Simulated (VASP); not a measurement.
A run of VASP 6.6.1 is set up as follows.

INCAR

```
SYSTEM = PbO2
  PREC = Accurate
  ENCUT = 520
  EDIFF = 1E-7
  ISMEAR = 0
  SIGMA = 0.01
  LREAL = .False.
  LASPH = .True.
  NELM = 100
  ALGO = Normal
  ISIF = 2
  LWAVE = .False.
  LCHARG = .False.
  GGA = PE
  IVDW = 12
  NBANDS = 35
```

KPOINTS

```
regular mesh
0
Gamma
  8 8 10
  0 0 0
```

POSCAR

```
PbO2
1.0
    5.0301227667      0.0000000000      0.0000000000
    0.0000000000      5.0301227667      0.0000000000
    0.0000000000      0.0000000000      3.4395400094
Pb O
2 4
Direct
    0.0000000000      0.0000000000      0.0000000000
    0.5000000000      0.5000000000      0.5000000000
    0.3075204948      0.3075204948      0.0000000000
    0.1924795052      0.8075204948      0.5000000000
    0.8075204948      0.1924795052      0.5000000000
    0.6924795052      0.6924795052      0.0000000000
```

Potentials or basis: VASP PAW PBE potentials, release 64 (Pb_d, O).

Launch:

```sh
$ cat potpaw_PBE.64/Pb_d/POTCAR potpaw_PBE.64/O/POTCAR > POTCAR
$ mpirun -np 1 vasp_std > vasp.out
```

Question: Predict the dispersion energy per atom.

Answer: -0.207 eV.

Question: Estimate the pressure.

Answer: 0.2 GPa.

Question: What does it give for the band gap on the k mesh?

Answer: 0.05 eV (least direct gap 0.07 eV).

Forces in eV/Å, atoms in the order of the input:
```
Pb   0.000  0.000  0.000
Pb   0.000  0.000  0.000
O   -0.006 -0.006  0.000
O    0.006 -0.006  0.000
O   -0.006  0.006  0.000
O    0.006  0.006  0.000
```

Caveat: spin-orbit coupling is left out, which moves the levels of the heavy elements. A k mesh can miss the band edges.
